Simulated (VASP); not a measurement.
Input of a VASP 6.6.1 run:

Contents of INCAR:

```
SYSTEM = GdN
ALGO = Normal
EDIFF = 1E-6
ENCUT = 520
GGA = PE
ISIF = 2
ISMEAR = 0
ISPIN = 2
LASPH = .True.
LCHARG = .True.
LELF = .True.
LMAXMIX = 6
LORBIT = 11
LREAL = .False.
LVHAR = .True.
LWAVE = .False.
MAGMOM = 7.48 7.48 0 0
NBANDS = 35
NELM = 150
PREC = Accurate
SIGMA = 0.05
```

Contents of KPOINTS:

```
k-points
0
Gamma
  10 10 8
  0 0 0
```

File POSCAR:

```
GdN
1.0
    3.9950989162      0.0000000000      0.0000000000
   -1.9975494581      3.4598571521      0.0000000000
    0.0000000000      0.0000000000      4.9505359187
Gd N
2 2
Direct
    0.6666666667      0.3333333333      0.0544613811
    0.3333333333      0.6666666667      0.5544613811
    0.6666666667      0.3333333333      0.5707386189
    0.3333333333      0.6666666667      0.0707386189
```

Potentials or basis: VASP PAW PBE potentials, release 64 (Gd, N).

Run with:

```console
$ cat potpaw_PBE.64/Gd/POTCAR potpaw_PBE.64/N/POTCAR > POTCAR
$ mpirun -np 1 vasp_std > vasp.out
```

Predict the pressure.

7.6 GPa.

Estimate the band gap on the k mesh.

0.24 eV (least direct gap 0.86 eV).

Forces on the atoms (eV/Å):
```
Gd   0.000  0.000  0.005
Gd   0.000  0.000  0.005
N    0.000  0.000 -0.005
N    0.000  0.000 -0.005
```

Caveat: the cell stands under pressure; spin-orbit coupling is left out, which moves the levels of the heavy elements; semilocal functionals describe open f shells poorly, which spoils levels, moments and volumes. The state reached can hang on the start; a lower one may exist.
